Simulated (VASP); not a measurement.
Here is a VASP 6.6.1 calculation.

INCAR

```
PREC = Accurate
ENCUT = 520
EDIFF = 1E-7
ISMEAR = 0
SIGMA = 0.1
LREAL = False
LASPH = True
NELM = 60
ALGO = Fast
ISIF = 2
LWAVE = False
LCHARG = False
GGA = PE
NBANDS = 24
```

KPOINTS

```
Automatic mesh
0
Gamma
  3 3 6
```

The input POSCAR:

```
TiAl6
1.0
    7.6630782960      0.0000000000      0.0000000000
   -3.8315391480      6.6364204755      0.0000000000
    0.0000000000      0.0000000000      2.8864995801
Ti Al
1 6
Direct
    0.0000000000      0.0000000000      0.0000000000
    0.3329963923      0.0000000000      0.5000000000
    0.6670036077      0.0000000000      0.5000000000
    0.0000000000      0.3329963923      0.5000000000
    0.0000000000      0.6670036077      0.5000000000
    0.6670036077      0.6670036077      0.5000000000
    0.3329963923      0.3329963923      0.5000000000
```

Potentials or basis: VASP PAW PBE potentials, release 64 (Ti_sv, Al).

Launch:

```console
$ cat potpaw_PBE.64/Ti_sv/POTCAR potpaw_PBE.64/Al/POTCAR > POTCAR
$ mpirun -np 1 vasp_std > vasp.out
```

**Question.** Predict the pressure.

**Answer.** -0.1 GPa.

**Question.** What does it give for the band gap on the k mesh?

**Answer.** Zero (band 15 reaches 6.03 eV, above the bottom of band 16 at 4.99 eV).

Caveat: the k points lie up to 0.36 Å⁻¹ apart.
